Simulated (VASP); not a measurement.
Wanted: the native input for a VASP 6.6.1 run.

- Task: single point
- Functional: r2SCAN
- Potentials or basis: VASP PAW PBE potentials, release 64 (Tb)
- Cutoff: 520 eV
- k mesh: 14 × 14 × 14
- Occupations: gaussian, width 0.05 eV
- Spin: collinear spin, ferromagnetic start
- Starting moments: [7.04] μB
- Dipole correction: no
- Further INCAR settings: ALGO = Normal; EDIFF = 1e-06; NBANDS = 20

Tb:

```
CELL_PARAMETERS angstrom
-2.00939 2.00939 2.00939
2.00939 -2.00939 2.00939
2.00939 2.00939 -2.00939
ATOMIC_POSITIONS crystal
Tb 0.00000 0.00000 0.00000
```

This isn't the form of Tb at room conditions, which is hcp.

One way to write it, as run:

POSCAR

```
Tb
1.0
   -2.0093880757      2.0093880757      2.0093880757
    2.0093880757     -2.0093880757      2.0093880757
    2.0093880757      2.0093880757     -2.0093880757
Tb
1
Direct
    0.0000000000      0.0000000000      0.0000000000
```

INCAR.step1

```
  PREC = Accurate
  ENCUT = 520
  ISMEAR = 0
  SIGMA = 0.05
  LREAL = F
  LASPH = T
  NELM = 150
  ISPIN = 2
  MAGMOM = 7.04
  LMAXMIX = 6
  NBANDS = 20
  GGA = PE
  ALGO = Normal
  EDIFF = 1E-4
  LWAVE = T
  LCHARG = F
```

INCAR.step2

```
  PREC = Accurate
  ENCUT = 520
  EDIFF = 1E-6
  ISMEAR = 0
  SIGMA = 0.05
  LREAL = F
  LASPH = T
  NELM = 150
  ALGO = Normal
  ISIF = 2
  LWAVE = F
  LCHARG = T
  ISPIN = 2
  MAGMOM = 7.04
  LORBIT = 11
  LMAXMIX = 6
  METAGGA = R2SCAN
  LMIXTAU = T
  LELF = T
  LVHAR = T
  NBANDS = 20
  ISTART = 1
```

KPOINTS

```
regular mesh
0
Gamma
  14 14 14
```

Potentials or basis: VASP PAW PBE potentials, release 64 (Tb).

Launch:

```console
$ cat potpaw_PBE.64/Tb/POTCAR > POTCAR
$ cp INCAR.step1 INCAR
$ mpirun -np 1 vasp_std > vasp.out
$ cp INCAR.step2 INCAR
$ mpirun -np 1 vasp_std > vasp.out
```

Results of the run:

- Pressure: -1.0 GPa
- Net moment: 6.20 μB per cell
- Site moments: Tb +5.86 μB
- Valence electrons inside the program's atomic spheres: Tb 16.24

Caveat: the magnetic or orbital state may not be the lowest; the PAW data sets were made with another functional, which shifts forces and pressure a little.

It took 9.8 min on 1 thread of Intel(R) Xeon(R) Platinum 8488C (Sapphire Rapids) (shared host), peak memory 0.27 GiB.
